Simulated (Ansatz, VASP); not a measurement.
## Re: VASP beside Ansatz

The input INCAR:

```
ALGO = Fast
EDIFF = 1E-6
ENCUT = 520
GGA = PE
ISIF = 2
ISMEAR = 0
ISPIN = 2
LASPH = True
LCHARG = False
LMAXMIX = 4
LORBIT = 11
LREAL = False
LWAVE = False
MAGMOM = 1
NBANDS = 14
NELM = 150
PREC = Accurate
SIGMA = 0.1
```

File KPOINTS:

```
k-points
0
Gamma
  12 12 12
```

POSCAR

```
Re
1.0
    0.0000000000      1.9750000000      1.9750000000
    1.9750000000      0.0000000000      1.9750000000
    1.9750000000      1.9750000000      0.0000000000
Re
1
Direct
    0.0000000000      0.0000000000      0.0000000000
```

input.yaml

```yaml
crystal:
  lattice:
    - [0.0, 1.975, 1.975]
    - [1.975, 0.0, 1.975]
    - [1.975, 1.975, 0.0]
  atoms:
    - { symbol: Re, position: [0.0, 0.0, 0.0], spin: 1.0 }
hamiltonian:
  xc: pbe
  pseudopotentials: { kind: paw, source: jth }
kpoints:
  mp_grid: { grid: [12, 12, 12] }
scf:
  occupations: { method: gaussian, width: 0.1 }
  n_extra_bands: 6
output:
  forces: true
  stress: true
  eigenvalues: true
  dos: { projected: false, de: 0.05, nscf_kmesh: { grid: [18, 18, 18] } }
magnetization:
  spin_polarized: true
```

Alike in both runs: functional PBE; k mesh 12 × 12 × 12; occupations gaussian, width 0.1 eV; collinear spin.

|  | VASP | Ansatz |
| --- | --- | --- |
| version | VASP 6.6.1 | Ansatz 0.2.0 |
| potentials or method | VASP PAW PBE potentials, release 64 (Re) | JTH PAW |
| plane-wave cutoff (eV) | 520 | 1290 |
| valence electrons in the cell | 7 | 15 |
| task | single point | density of states |

```tsv
	VASP	Ansatz	Ansatz less VASP
gap on the k mesh at the Fermi level (eV)	none	none	-
pressure (GPa)	-9.8	-9.0	+0.72
net moment per atom (μB)	0.00	0.00	0.000
```

A gap of «none» marks a metal or a gap that the smearing closes. With one functional, cell and mesh, what is left measures potentials, basis and numerics. VASP's potentials hold 7 valence electrons a cell and Ansatz's 15, so a difference there can come from the potentials and not from the codes.

Spin-orbit coupling is off throughout.
